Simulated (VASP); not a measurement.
**In: single point with PBEsol**

Crystal: In.

```xyz
1
Lattice="2.9316 0.0000 0.0000 0.0000 2.9316 0.0000 0.0000 0.0000 2.9316" Properties=species:S:1:pos:R:3 pbc="T T T"
In    0.0000    0.0000    0.0000
```

This cell differs from its parent crystal: volume scaled by 0.92.

```
Program                : VASP 6.6.1
Task                   : single point
Functional             : PBEsol
Potentials or basis    : VASP PAW PBE potentials, release 64 (In_d)
Cutoff                 : 520 eV
k mesh                 : 12 × 12 × 12
Occupations            : fermi-dirac, width 0.1 eV
Spin                   : no spin polarisation
Dipole correction      : no
Further INCAR settings : ALGO = Normal; EDIFF = 1e-07; NBANDS = 12
```

```
Pressure : 4.1 GPa
```

Levels at points of the mesh, in eV from the Fermi level:
```
           k point  band 3  band 4  band 5  band 6  band 7  band 8  band 9  band 10
(0.00, 0.00, 0.00)  -14.13  -14.13  -14.13   -9.78    7.93    7.93    7.93    11.36
(0.50, 0.00, 0.00)  -14.40  -14.40  -14.10   -5.52   -3.88   11.48   11.48    13.12
(0.50, 0.50, 0.00)  -14.36  -14.36  -13.85   -1.12   -0.76   -0.76    3.99    15.83
(0.50, 0.50, 0.50)  -14.76  -13.84  -13.84    2.34    2.34    2.34    4.18     7.47
```

Run time: 14 s on 1 thread of Intel(R) Xeon(R) Platinum 8259CL CPU @ 2.50GHz (Skylake/Cascade Lake) (shared host), peak memory 0.15 GiB.

Caveat: the PAW data sets were made with another functional, which shifts forces and pressure a little; spin-orbit coupling is left out, which moves the levels of the heavy elements.
